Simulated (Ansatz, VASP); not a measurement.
**Sn: VASP beside Ansatz**

```
Sn
1.0
    -1.75441    1.75461   -2.16749
    -1.75441    1.75461    2.16749
     3.50881    3.50923    0.00000
Sn
2
Direct
  0.00000 0.00000 0.01814
  0.50000 0.50000 0.48186
```

Change from the starting cell: mode 6 (102.9 1/cm) frozen in, largest displacement +0.090 Å.

Alike in both runs: task single point; functional PBE; dispersion D3(BJ); k mesh 18 × 18 × 12; occupations gaussian, width 0.15 eV; no spin polarisation.

|  | VASP | Ansatz |
| --- | --- | --- |
| version | VASP 6.6.1 | Ansatz 0.2.0 |
| potentials or method | VASP PAW PBE potentials, release 64 (Sn_d), cutoff 520 eV | scalar-relativistic, plane waves, PAW |
| valence electrons in the cell | 28 | 28 |

|  | VASP | Ansatz | Ansatz less VASP |
| --- | --- | --- | --- |
| gap on the k mesh at the Fermi level (eV) | none | none | - |
| pressure (GPa) | 0.6 | 0.6 | +0.07 |
| traceless stress, the component that is largest in VASP (GPa) | 0.19 | 0.19 | -0.004 |
| rms of the force components (eV/Å) | 0.235 | 0.234 | -0.0012 |

Atom by atom the forces differ by 0.001 eV/Å (rms over components). A gap of «none» marks a metal or a gap that the smearing closes.
